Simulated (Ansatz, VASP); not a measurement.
**Al: VASP beside Ansatz**

```
CELL_PARAMETERS angstrom
0.00000 2.00758 2.00758
2.00758 0.00000 2.00758
2.00758 2.00758 0.00000
ATOMIC_POSITIONS crystal
Al 0.00000 0.00000 0.00000
```

Alike in both runs: functional PBEsol; k mesh 18 × 18 × 18; occupations gaussian, width 0.1 eV; no spin polarisation.

Ansatz relaxed the structure, and its values are those at the end. VASP's run is a single point on that final structure, the one shown.

|  | VASP | Ansatz |
| --- | --- | --- |
| version | VASP 6.6.1 | Ansatz 0.2.0 |
| potentials or method | VASP PAW PBE potentials, release 64 (Al), cutoff 500 eV | scalar-relativistic, plane waves, PAW |
| valence electrons in the cell | 3 | 3 |

Ansatz gave:

| Quantity | Value |
| --- | --- |
| gap on the k mesh at the Fermi level (eV) | none |
| pressure (GPa) | 0.0 |

**Question.** Which values does VASP return?

**Answer.** gap on the k mesh at the Fermi level (eV): none; pressure (GPa): 0.1.

VASP's potentials were made for PBE, not for PBEsol. A gap of «none» marks a metal or a gap that the smearing closes.
